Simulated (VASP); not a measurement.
# SnBi2O: single point with PBE

SnBi2O:

```xyz
4
Lattice="2.0446 1.1805 6.7103 -2.0446 1.1805 6.7103 0.0000 -2.3609 6.7103" Properties=species:S:1:pos:R:3 pbc="T T T"
Sn    0.0000    0.0000   10.0654
Bi    0.0000    0.0000    5.3797
Bi    0.0000    0.0000   14.7511
O     0.0000    0.0000    0.0000
```

The cell was generated, and may not be a known phase.

```yaml
Program: VASP 6.6.1
Task: single point
Functional: PBE
Potentials_or_basis: VASP PAW PBE potentials, release 64 (Sn_d, Bi_d, O)
Cutoff: 520 eV
k_mesh: 6 × 6 × 6
Occupations: gaussian, width 0.1 eV
Spin: no spin polarisation
```

| Property | Result |
| --- | --- |
| Pressure | -0.1 GPa |
| Largest force | 0.013 eV/Å |
| Band gap on the k mesh | zero (bands 25 and 26 overlap by 0.96 eV) |

Forces on the atoms (eV/Å):
```
Sn   0.000  0.000  0.000
Bi   0.000  0.000 -0.013
Bi   0.000  0.000  0.013
O    0.000  0.000  0.000
```

Stress tensor (GPa, compression positive):
```
-0.01  0.00  0.00
 0.00 -0.01  0.00
 0.00  0.00 -0.20
```

Levels at points of the mesh, in eV from the Fermi level:
```csv
k point,band 23,band 24,band 25,band 26,band 27,band 28
"(0.00, 0.00, 0.00)",0.01,0.63,0.63,0.79,1.15,1.15
"(0.50, 0.00, 0.00)",-2.83,-2.75,-1.02,0.75,1.68,2.51
"(0.50, 0.50, 0.00)",-1.41,-0.66,-0.44,-0.33,0.83,1.03
"(0.50, 0.50, 0.50)",-2.07,0.19,0.19,2.29,2.29,2.94
```

Wall time 3.1 min on 1 thread of Oxide Virtual Turin-like Processor, on a shared host, peak memory 0.41 GiB.

Caveat: spin-orbit coupling is left out, which moves the levels of the heavy elements.
